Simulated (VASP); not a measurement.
The system is Fe2Pt.

```xyz
3
Lattice="4.1810 0.0000 0.0000 -2.0905 3.6209 0.0000 0.0000 0.0000 2.5604" Properties=species:S:1:pos:R:3 pbc="T T T"
Fe    0.0000    2.4139    2.1336
Fe    2.0905    1.2070    0.4267
Pt    0.0000    0.0000    1.2802
```

| Quantity | Value |
| --- | --- |
| Program | VASP 6.6.1 |
| Task | relaxation of cell and atoms |
| Functional | PBE |
| Potentials or basis | VASP PAW PBE potentials, release 64 (Fe, Pt) |
| Cutoff | 600 eV |
| k mesh | 6 × 6 × 6 |
| Occupations | gaussian, width 0.1 eV |
| Spin | collinear spin, ferromagnetic start |
| Starting moments | [4.0, 4.0, 0.0] μB |

At the start: pressure 10.3 GPa; volume 12.92 Å³/atom.

Q: How do energy, volume and symmetry change on relaxing?

A: Over 11 steps the energy falls by 53.1 meV/atom and the volume is 13.37 Å³/atom (+3.5 %); space group P-3m1 (No. 164, to 0.1 Å) before and after; moment 5.97 μB per cell.

The path:
```csv
step,energy change (eV),largest force (eV/Å),pressure (GPa),volume (Å³)
1,0.0000,0.6796,10.30,38.76
2,0.0182,0.3079,-12.03,43.59
3,-0.0891,0.4829,-1.74,40.95
4,-0.0892,0.4862,-1.54,40.91
5,-0.1147,0.4252,-0.67,40.59
6,-0.1341,0.2836,1.37,40.01
7,-0.1495,0.1590,0.29,40.16
8,-0.1574,0.0093,-1.03,40.37
9,-0.1575,0.0041,-1.17,40.39
10,-0.1590,0.0063,0.72,40.00
11,-0.1592,0.0056,0.19,40.11
```

Final structure:
```
Fe Pt
1.0
     4.18308    0.00000    0.00000
    -2.09154    3.62266    0.00000
     0.00000    0.00000    2.64653
Fe Pt
2 1
Direct
  0.33333 0.66667 0.88813
  0.66667 0.33333 0.11187
  0.00000 0.00000 0.50000
```

Caveat: the k points lie up to 0.40 Å⁻¹ apart in the final cell, too coarse for converged energies and pressures of a metal.
